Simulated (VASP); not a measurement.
A run of VASP 6.6.1 is set up as follows.

INCAR

```
SYSTEM = CuB5
PREC     = Accurate       ! precision mode
ENCUT    = 600            ! plane-wave cutoff, eV
EDIFF    = 1E-7           ! SCF threshold, eV
ISMEAR   = 0              ! smearing method
SIGMA    = 0.1            ! smearing width, eV
LREAL    = .FALSE.        ! projectors in reciprocal space
LASPH    = .TRUE.         ! aspherical terms in the spheres
NELM     = 60             ! most SCF steps
ALGO     = Normal         ! electronic algorithm
ISIF     = 3              ! what is computed and relaxed
LWAVE    = .FALSE.        ! write WAVECAR
LCHARG   = .FALSE.        ! write CHGCAR
GGA      = PE             ! functional
IBRION   = 2              ! ionic algorithm
NSW      = 90             ! ionic steps
EDIFFG   = -0.04          ! ionic threshold
```

File KPOINTS:

```
regular mesh
0
G
  6 6 4
  0 0 0
```

File POSCAR:

```
CuB5
1.0
    3.6540687700      0.0000000000      0.0000000000
   -1.8270343900      3.1645163800      0.0000000000
    0.0000000000      0.0000000000      3.8702072200
Cu B
1 5
Direct
    0.0000000000      0.0000000000      0.5000000000
    0.5000000000      0.0000000000      0.5000000000
    0.0000000000      0.5000000000      0.5000000000
    0.5000000000      0.5000000000      0.5000000000
    0.3333333300      0.6666666700      0.0000000000
    0.6666666700      0.3333333300      0.0000000000
```

Potentials or basis: VASP PAW PBE potentials, release 64 (Cu, B).

Command:

```console
$ cat potpaw_PBE.64/Cu/POTCAR potpaw_PBE.64/B/POTCAR > POTCAR
$ mpirun -np 1 vasp_std > vasp.out
```

Predict the relaxed volume.

8.65 Å³/atom.

What does it give for the band gap on the k mesh?

Zero (band 13 reaches 9.29 eV, above the bottom of band 14 at 5.94 eV).

The path:
```tsv
step	energy change (eV)	largest force (eV/Å)	pressure (GPa)	volume (Å³)
1	0.0000	0.0000	31.79	44.75
2	-0.2092	0.0000	-15.62	55.02
3	-0.5010	0.0000	0.77	50.17
4	-0.5009	0.0000	1.23	50.06
5	-0.5456	0.0000	1.18	50.63
6	-0.5805	0.0000	0.55	52.27
7	-0.5848	0.0000	0.58	51.87
```

Caveat: the k points lie up to 0.37 Å⁻¹ apart in the final cell; the volume moved by over 15 % at a fixed basis, so the end points are rough.
